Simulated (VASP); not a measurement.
# BN (P3m1) in VASP: notebook

The runs below take BN through single point, with r2SCAN.

All numbers are computed with VASP 6.6.1; they aren't measurements. Logs are shortened: lines on timing, memory, paths and dates and some standing lists are left out, and cuts for length are marked.

### Step 1. The cell of the first run

The structure is trigonal, space group P3m1 (No. 156). Conventional cell: a = 2.552 Å, b = 2.552 Å, c = 14.504 Å, α = 90.00°, β = 90.00°, γ = 120.00°. Within 2.1 Å of B (site symmetry 3m) lie 4 N at 1.56 Å. B (site symmetry 3m) has 4 N at 1.56 Å within 2.1 Å. B (site symmetry 3m) has 4 N at 1.56 Å within 2.1 Å. B (site symmetry 3m) has 4 N at 1.56 Å within 2.1 Å. Within 2.1 Å of B (site symmetry 3m) lie 4 N at 1.56 Å. B (site symmetry 3m) has 3 N at 1.56 Å within 2.1 Å. Within 2.1 Å of N (site symmetry 3m) lie 4 B at 1.56 Å. Within 2.1 Å of N (site symmetry 3m) lie 4 B at 1.56 Å.

### Step 2. Single point, r2SCAN (the distance across one plane changed)

Contents of POSCAR:

```
BN
1.0
    1.8048137541     -1.8048137541      0.0000000000
    1.8048137541      0.0000000000     -1.8048137541
    8.3739555548      8.3739555548      8.3739555548
B N
6 6
Direct
    1.0000000000      0.0000000000      0.3412223909
    0.3333333333      0.3333333333      0.1975377055
    0.6666666667      0.6666666667      0.4849070763
    1.0000000000      1.0000000000      0.7722764471
    0.3333333333      0.3333333333      0.6285917617
    0.6666666667      0.6666666667      0.0538530201
    0.6666666667      0.6666666667      0.3771435622
    0.0000000000      0.0000000000      0.2334588768
    0.3333333333      0.3333333333      0.5208282476
    0.6666666667      0.6666666667      0.8081976184
    0.0000000000      0.0000000000      0.6645129330
    0.3333333333      0.3333333333      0.0897741914
```

Contents of INCAR.step1:

```
ALGO = Normal
EDIFF = 1E-4
ENCUT = 520
GGA = PE
ISMEAR = 0
LASPH = T
LCHARG = F
LREAL = F
LWAVE = T
NBANDS = 36
NELM = 60
PREC = Accurate
SIGMA = 0.05
```

Contents of INCAR.step2:

```
ALGO = Normal
EDIFF = 1E-6
ENCUT = 520
ISIF = 2
ISMEAR = 0
ISTART = 1
LASPH = T
LCHARG = T
LELF = T
LMIXTAU = T
LREAL = F
LVHAR = T
LWAVE = F
METAGGA = R2SCAN
NBANDS = 36
NELM = 60
PREC = Accurate
SIGMA = 0.05
```

Contents of KPOINTS:

```
k-points
0
Gamma
  10 10 2
```

Potentials or basis: VASP PAW PBE potentials, release 64 (B, N).

On the command line:

```bash
$ cat potpaw_PBE.64/B/POTCAR potpaw_PBE.64/N/POTCAR > POTCAR
$ cp INCAR.step1 INCAR
$ mpirun -np 1 vasp_std > vasp.out
$ cp INCAR.step2 INCAR
$ mpirun -np 1 vasp_std > vasp.out
```

OUTCAR:

```text
EDIFF = 1E-6
   ENCUT = 520
   ISIF = 2
   ISMEAR = 0
   ISTART = 1
   LASPH = T
   LREAL = F
   METAGGA = R2SCAN
   NELM = 60
   PREC = Accurate

 ion  position               nearest neighbor table
   1  0.000  0.000  0.341-   7 1.56   7 1.56   7 1.56   8 1.56
   2  0.333  0.333  0.198-   8 1.56   8 1.56   8 1.56  12 1.56
   3  0.667  0.667  0.485-   9 1.56   9 1.56   9 1.56   7 1.56
   4  0.000  0.000  0.772-  10 1.56  10 1.56  10 1.56  11 1.56
   5  0.333  0.333  0.629-  11 1.56  11 1.56  11 1.56   9 1.56
   6  0.667  0.667  0.054-  12 1.56  12 1.56  12 1.56
   7  0.667  0.667  0.377-   1 1.56   1 1.56   1 1.56   3 1.56
   8  0.000  0.000  0.233-   2 1.56   2 1.56   2 1.56   1 1.56
   9  0.333  0.333  0.521-   3 1.56   3 1.56   3 1.56   5 1.56
  10  0.667  0.667  0.808-   4 1.56   4 1.56   4 1.56
  11  0.000  0.000  0.665-   5 1.56   5 1.56   5 1.56   4 1.56
  12  0.333  0.333  0.090-   6 1.56   6 1.56   6 1.56   2 1.56

  LATTYP: Found a hexagonal cell.
 ALAT       =     2.5523920886
 C/A-ratio  =     5.6825581563

  Lattice vectors:

 A1 = (  -1.8048137541,   0.0000000000,   1.8048137541)
 A2 = (   1.8048137541,  -1.8048137541,   0.0000000000)
 A3 = (   8.3739555548,   8.3739555548,   8.3739555548)

Analysis of symmetry for initial positions (statically):
=====================================================================
 Subroutine PRICEL returns:
 Original cell was already a primitive cell.

 Routine SETGRP: Setting up the symmetry group for a
 hexagonal supercell.

 Subroutine GETGRP returns: Found  6 space group operations
 (whereof  6 operations were pure point group operations)
 out of a pool of 24 trial point group operations.

The static configuration has the point symmetry C_3v.

Analysis of symmetry for dynamics (positions and initial velocities):
=====================================================================
 Subroutine PRICEL returns:
 Original cell was already a primitive cell.

 Routine SETGRP: Setting up the symmetry group for a
 hexagonal supercell.

 Subroutine GETGRP returns: Found  6 space group operations
 (whereof  6 operations were pure point group operations)
 out of a pool of 24 trial point group operations.

The dynamic configuration has the point symmetry C_3v.

[... 120 lines left out ...]
   EDIFFG = 0.1E-04   stopping-criterion for IOM
   NSW    =      0    number of steps for IOM
   IBRION =     -1    ionic relax: 0-MD 1-quasi-New 2-CG
   NFREE  =      0    steps in history (QN), initial steepest desc. (CG)
   ISIF   =      2    stress and relaxation
   ISYM   =      2    0-nonsym 1-usesym 2-fastsym
   POTIM  = 0.5000    time-step for ionic-motion
   TEBEG  =    0.0;   TEEND  =   0.0 temperature during run
   PSTRESS=    0.0 pullay stress
   NELECT =      48.0000    total number of electrons
   NUPDOWN=      -1.0000    fix difference up-down
   EMIN   =  10.00;   EMAX   =-10.00  energy-range for DOS
   EFERMI =   0.00;   METHOD = LEGACY
   ISMEAR =     0;   SIGMA  =   0.05  broadening in eV -4-tet -1-fermi 0-gaus
   EFERMI_NEDOS =   21; number of points for ismear=-14 and -15
   IALGO  =     38    algorithm
   IMIX   =      4    mixing-type and parameters
     AMIX     =   0.40;   BMIX     =  1.00
     AMIX_MAG =   1.60;   BMIX_MAG =  1.00
  volume/ion in A,a.u.               =       6.82        46.02
  Fermi-wavevector in a.u.,A,eV,Ry     =   1.370407  2.589694 25.551963  1.878016
  Thomas-Fermi vector in A             =   2.496196
   LORBIT       =      0    0 simple, 1 ext, 2 COOP (PROOUT), +10 PAW based schemes
   METAGGA = R2SCAN    functional components
   LHFCALC =     F    Hartree Fock is set to
   AEXX    =    0.0000 exact exchange contribution
   IVDW    =     0    specifies the selected vdW correction
   LEPSILON=     F    determine dielectric tensor
   LRPA    =     F    only Hartree local field effects (RPA)
 non-spin polarized calculation
 Gauss-broadening in eV      SIGMA  =   0.05
  energy-cutoff  :      520.00
  volume of cell :       81.83
 maximum number of plane-waves:      2226
   NGX =  9   NGY =  9   NGZ = 53

 number of electron      48.0000004 magnetization

 Free energy of the ion-electron system (eV)
  ---------------------------------------------------
  ext. energy  EPLUGINS =         0.00000000
  ---------------------------------------------------
  free energy    TOTEN  =      -110.34196113 eV

  energy without entropy =     -110.34077125  energy(sigma->0) =     -110.34136619

 E-fermi :   7.3037     XC(G=0): -12.5932

 val. band max:        7.2811499707   @ k =   0.5000   0.0000   0.0000
 cond. band min:       7.3129519225   @ k =   0.5000   0.0000   0.5000
 fundamental gap:      0.0318019517
 Fermi energy:         7.3036738372

 k-point     1 :       0.0000    0.0000    0.0000
  band No.  band energies     occupation
      1     -17.0544      2.00000
      2     -15.8974      2.00000
      3     -14.8973      2.00000
      4     -13.8680      2.00000
      5     -12.6118      2.00000
      6     -10.0629      2.00000
[... 925 lines left out ...]
     35      17.4940      0.00000
     36      17.8534      0.00000

 [... further k-points ...]
[... 5 lines left out ...]
  --------------------------------------------------------------------------------------
  -------------------------------------------------------------------------------------
  Total       -1.7260660     -1.7260660     -1.7260660     -0.6649582     -0.6649582     -0.6649582
  in kB      -33.7949101    -33.7949101    -33.7949101    -13.0193175    -13.0193175    -13.0193175
  external PRESSURE =     -33.7949101 kB  Pullay stress =       0.0000000 kB

 VOLUME and BASIS-vectors are now :
 -----------------------------------------------------------------------------
  energy-cutoff  :      520.00
  volume of cell :       81.83
      direct lattice vectors                 reciprocal lattice vectors
     1.804813754 -1.804813754  0.000000000     0.184691264 -0.369382528  0.184691264
     1.804813754  0.000000000 -1.804813754     0.184691264  0.184691264 -0.369382528
     8.373955555  8.373955555  8.373955555     0.039805959  0.039805959  0.039805959

 POSITION                                       TOTAL-FORCE (eV/Angst)
 -----------------------------------------------------------------------------------
      2.85738      2.85738      2.85738         0.427939      0.427939      0.427939
      2.85738      1.05257      1.05257         0.578652      0.578652      0.578652
      6.46701      2.85738      2.85738         0.425171      0.425171      0.425171
      6.46701      6.46701      6.46701         2.350418      2.350418      2.350418
      6.46701      4.66219      4.66219         0.549473      0.549473      0.549473
      2.85738     -0.75225     -0.75225         0.649363      0.649363      0.649363
      5.56460      1.95497      1.95497        -0.416761     -0.416761     -0.416761
      1.95497      1.95497      1.95497        -0.445823     -0.445823     -0.445823
      5.56460      3.75979      3.75979        -0.441018     -0.441018     -0.441018
      9.17423      5.56460      5.56460        -1.303736     -1.303736     -1.303736
      5.56460      5.56460      5.56460        -0.782671     -0.782671     -0.782671
      1.95497      0.15016      0.15016        -1.591007     -1.591007     -1.591007
 -----------------------------------------------------------------------------------
    total drift:                               -0.006409     -0.006409     -0.006409

  FREE ENERGIE OF THE ION-ELECTRON SYSTEM (eV)
  ---------------------------------------------------
  free  energy   TOTEN  =      -110.3419611335 eV

  energy  without entropy=     -110.3407712538  energy(sigma->0) =     -110.34136619
```

It took 15 min on 1 thread of AMD EPYC 7R13, shared host; peak memory 0.2 GiB.

Results:

```
Free energy            : -110.3420 eV
Pressure               : -3.4 GPa
Largest force          : 4.071 eV/Å
Band gap on the k mesh : zero (bands 24 and 25 overlap by 0.18 eV)
```

Forces on the atoms (eV/Å):
```
B    0.428  0.428  0.428
B    0.579  0.579  0.579
B    0.425  0.425  0.425
B    2.350  2.350  2.350
B    0.549  0.549  0.549
B    0.649  0.649  0.649
N   -0.417 -0.417 -0.417
N   -0.446 -0.446 -0.446
N   -0.441 -0.441 -0.441
N   -1.304 -1.304 -1.304
N   -0.783 -0.783 -0.783
N   -1.591 -1.591 -1.591
```

Stress tensor (GPa, compression positive):
```
-3.38 -1.30 -1.30
-1.30 -3.38 -1.30
-1.30 -1.30 -3.38
```

Caveat: the cell differs from its parent crystal (the distance across one plane changed); the cell stands under tension; semilocal functionals underestimate gaps, so a narrow gap can read as zero; the PAW data sets were made with another functional, which shifts forces and pressure a little.

### Step 3. Single point, r2SCAN (the distance across one plane changed)

Contents of POSCAR:

```
BN
1.0
    1.8048137541     -1.8048137541      0.0000000000
    1.8048137541      0.0000000000     -1.8048137541
    8.9513058240      8.9513058240      8.9513058240
B N
6 6
Direct
    1.0000000000      0.0000000000      0.3192138881
    0.3333333333      0.3333333333      0.1847967211
    0.6666666667      0.6666666667      0.4536310550
    1.0000000000      1.0000000000      0.7224653889
    0.3333333333      0.3333333333      0.5880482220
    0.6666666667      0.6666666667      0.0503795542
    0.6666666667      0.6666666667      0.3528181798
    0.0000000000      0.0000000000      0.2184010129
    0.3333333333      0.3333333333      0.4872353468
    0.6666666667      0.6666666667      0.7560696807
    0.0000000000      0.0000000000      0.6216525137
    0.3333333333      0.3333333333      0.0839838459
```

Contents of INCAR.step1:

```
SYSTEM = BN
PREC = Accurate
ENCUT = 520
ISMEAR = 0
SIGMA = 0.05
LREAL = .FALSE.
LASPH = .TRUE.
NELM = 60
NBANDS = 36
GGA = PE
ALGO = Normal
EDIFF = 1E-4
LWAVE = .TRUE.
LCHARG = .FALSE.
```

Contents of INCAR.step2:

```
SYSTEM = BN
PREC = Accurate
ENCUT = 520
EDIFF = 1E-7
ISMEAR = 0
SIGMA = 0.05
LREAL = .FALSE.
LASPH = .TRUE.
NELM = 60
ALGO = Normal
ISIF = 2
LWAVE = .FALSE.
LCHARG = .FALSE.
METAGGA = R2SCAN
LMIXTAU = .TRUE.
NBANDS = 36
ISTART = 1
```

Contents of KPOINTS:

```
Automatic mesh
0
G
  10 10 2
  0 0 0
```

Potentials or basis: VASP PAW PBE potentials, release 64 (B, N).

On the command line:

```bash
$ cat potpaw_PBE.64/B/POTCAR potpaw_PBE.64/N/POTCAR > POTCAR
$ cp INCAR.step1 INCAR
$ mpirun -np 1 vasp_std > vasp.out
$ cp INCAR.step2 INCAR
$ mpirun -np 1 vasp_std > vasp.out
```

OUTCAR:

```text
SYSTEM = BN
   PREC = Accurate
   ENCUT = 520
   EDIFF = 1E-7
   ISMEAR = 0
   LREAL = .FALSE.
   LASPH = .TRUE.
   NELM = 60
   ISIF = 2
   METAGGA = R2SCAN
   ISTART = 1

 ion  position               nearest neighbor table
   1  0.000  0.000  0.319-   7 1.56   8 1.56   7 1.56   7 1.56
   2  0.333  0.333  0.185-  12 1.56   8 1.56   8 1.56   8 1.56
   3  0.667  0.667  0.454-   7 1.56   9 1.56   9 1.56   9 1.56
   4  0.000  0.000  0.722-  11 1.56  10 1.56  10 1.56  10 1.56
[... 1167 lines left out ...]

 VOLUME and BASIS-vectors are now :
 -----------------------------------------------------------------------------
  energy-cutoff  :      520.00
  volume of cell :       87.47
      direct lattice vectors                 reciprocal lattice vectors
     1.804813754 -1.804813754  0.000000000     0.184691264 -0.369382528  0.184691264
     1.804813754  0.000000000 -1.804813754     0.184691264  0.184691264 -0.369382528
     8.951305824  8.951305824  8.951305824     0.037238515  0.037238515  0.037238515

 POSITION                                       TOTAL-FORCE (eV/Angst)
 -----------------------------------------------------------------------------------
      2.85738      2.85738      2.85738         0.371176      0.371176      0.371176
      2.85738      1.05257      1.05257         0.529294      0.529294      0.529294
      6.46701      2.85738      2.85738         0.384015      0.384015      0.384015
      6.46701      6.46701      6.46701         1.972479      1.972479      1.972479
      6.46701      4.66219      4.66219         0.518023      0.518023      0.518023
      2.85738     -0.75225     -0.75225         0.569544      0.569544      0.569544
      5.56460      1.95497      1.95497        -0.368402     -0.368402     -0.368402
      1.95497      1.95497      1.95497        -0.366230     -0.366230     -0.366230
      5.56460      3.75979      3.75979        -0.411419     -0.411419     -0.411419
      9.17423      5.56460      5.56460        -1.311305     -1.311305     -1.311305
      5.56460      5.56460      5.56460        -0.819707     -0.819707     -0.819707
      1.95497      0.15016      0.15016        -1.067468     -1.067468     -1.067468
 -----------------------------------------------------------------------------------
    total drift:                                0.000968      0.000968      0.000968

  FREE ENERGIE OF THE ION-ELECTRON SYSTEM (eV)
  ---------------------------------------------------
  free  energy   TOTEN  =      -109.8110267035 eV

  energy  without entropy=     -109.8033952934  energy(sigma->0) =     -109.80721100
```

OUTCAR.step1:

```text
SYSTEM = BN
   PREC = Accurate
   ENCUT = 520
   ISMEAR = 0
   LREAL = .FALSE.
   LASPH = .TRUE.
   NELM = 60
[... 1196 lines left out ...]
      9.17423      5.56460      5.56460        -1.213465     -1.213465     -1.213465
      5.56460      5.56460      5.56460        -0.747024     -0.747024     -0.747024
      1.95497      0.15016      0.15016        -1.133183     -1.133183     -1.133183
 -----------------------------------------------------------------------------------
    total drift:                                0.019411      0.019413      0.019413

  FREE ENERGIE OF THE ION-ELECTRON SYSTEM (eV)
  ---------------------------------------------------
  free  energy   TOTEN  =       -99.9066607440 eV

  energy  without entropy=      -99.8980114125  energy(sigma->0) =      -99.90233608
```

OSZICAR.step1:

```text
N       E                     dE             d eps       ncg     rms          rms(c)
DAV:   1     0.210784609761E+03    0.21078E+03   -0.25193E+04  2016   0.128E+03
DAV:   2    -0.942002324367E+02   -0.30498E+03   -0.28765E+03  2612   0.300E+02
DAV:   3    -0.108496740810E+03   -0.14297E+02   -0.14186E+02  2668   0.642E+01
[... 17 lines left out ...]
DAV:  21    -0.999076367720E+02   -0.11729E-02   -0.11664E-03  2584   0.272E-01    0.421E-01
DAV:  22    -0.999087080370E+02   -0.10713E-02   -0.85424E-04  2520   0.203E-01    0.626E-01
DAV:  23    -0.999076074778E+02    0.11006E-02   -0.42494E-04  2600   0.203E-01    0.472E-01
DAV:  24    -0.999067324572E+02    0.87502E-03   -0.11876E-04  2120   0.131E-01    0.147E-01
DAV:  25    -0.999066607440E+02    0.71713E-04   -0.18302E-04  2064   0.994E-02
   1 F= -.99906661E+02 E0= -.99902336E+02  d E =-.864933E-02
```

Wall time 9.1 min (1 thread of AMD EPYC 9R45 (Zen 5), shared host); peak memory 0.21 GiB.

What came out:

```
Free energy            : -109.8110 eV
Pressure               : -2.3 GPa
Largest force          : 3.416 eV/Å
Band gap on the k mesh : zero (bands 24 and 25 overlap by 0.37 eV)
```

Forces on the atoms (eV/Å):
```
B    0.371  0.371  0.371
B    0.529  0.529  0.529
B    0.384  0.384  0.384
B    1.972  1.972  1.972
B    0.518  0.518  0.518
B    0.570  0.570  0.570
N   -0.368 -0.368 -0.368
N   -0.366 -0.366 -0.366
N   -0.411 -0.411 -0.411
N   -1.311 -1.311 -1.311
N   -0.820 -0.820 -0.820
N   -1.067 -1.067 -1.067
```

Caveat: the cell differs from its parent crystal (the distance across one plane changed); semilocal functionals underestimate gaps, so a narrow gap can read as zero; the PAW data sets were made with another functional, which shifts forces and pressure a little.

[end of part 1 of 2]
